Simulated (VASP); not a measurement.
Input of a VASP 6.6.1 run:

File INCAR:

```
SYSTEM = Li
ALGO     = Normal         ! electronic algorithm
EDIFF    = 1E-6           ! SCF threshold, eV
ENCUT    = 520            ! plane-wave cutoff, eV
ISIF     = 2              ! what is computed and relaxed
ISMEAR   = -1             ! smearing method
LASPH    = .TRUE.         ! aspherical terms in the spheres
LCHARG   = .FALSE.        ! write CHGCAR
LREAL    = .FALSE.        ! projectors in reciprocal space
LWAVE    = .FALSE.        ! write WAVECAR
NBANDS   = 8              ! bands
NELM     = 60             ! most SCF steps
PREC     = Accurate       ! precision mode
SIGMA    = 0.05           ! smearing width, eV
```

Contents of KPOINTS:

```
k-points
0
G
  16 16 16
  0 0 0
```

Contents of POSCAR:

```
Li
1.0
    0.0000000000      2.2451874350      2.2451874350
    2.2451874350      0.0000000000      2.2451874350
    2.2451874350      2.2451874350      0.0000000000
Li
1
Direct
    0.0000000000      0.0000000000      0.0000000000
```

Potentials or basis: VASP PAW LDA potentials, release 64 (Li_sv).

Launch:

```sh
$ cat potpaw_LDA.64/Li_sv/POTCAR > POTCAR
$ mpirun -np 1 vasp_std > vasp.out
```

Problem. What does it give for the band gap on the k mesh?

Solution. Zero (an odd number of electrons rules out a gap without spin polarisation).
